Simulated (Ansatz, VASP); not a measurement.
## One calculation of CaSe, two programs

```xyz
2
Lattice="0.0000 2.9503 2.9503 2.9503 0.0000 2.9503 2.9503 2.9503 0.0000" Properties=species:S:1:pos:R:3 pbc="T T T"
Ca    0.0000    0.0000    0.0000
Se    2.9503    2.9503    2.9503
```

Change from the starting cell: volume scaled by 0.98, PAW files.

Alike in both runs: task electric field gradients; functional LDA; k mesh 9 × 9 × 9; occupations fermi-dirac, width 0.03 eV; no spin polarisation.

```csv
,VASP,Ansatz
version,VASP 6.6.1,Ansatz 0.2.0
potentials or method,"VASP PAW LDA potentials, release 64 (Ca_sv, Se)","PAW with Ansatz's default frozen-core files, scalar-relativistic"
plane-wave cutoff (eV),520,420
valence electrons in the cell,16,26
```

```tsv
	VASP	Ansatz	Ansatz less VASP
gap on the k mesh at the Fermi level (eV)	1.88	1.90	+0.017
pressure (GPa)	-2.6	-2.9	-0.23
```

LDA's correlation is that of Perdew and Zunger in VASP and of Perdew and Wang (1992) in Ansatz. VASP's potentials hold 16 valence electrons a cell and Ansatz's 26, so a difference there can come from the potentials and not from the codes.
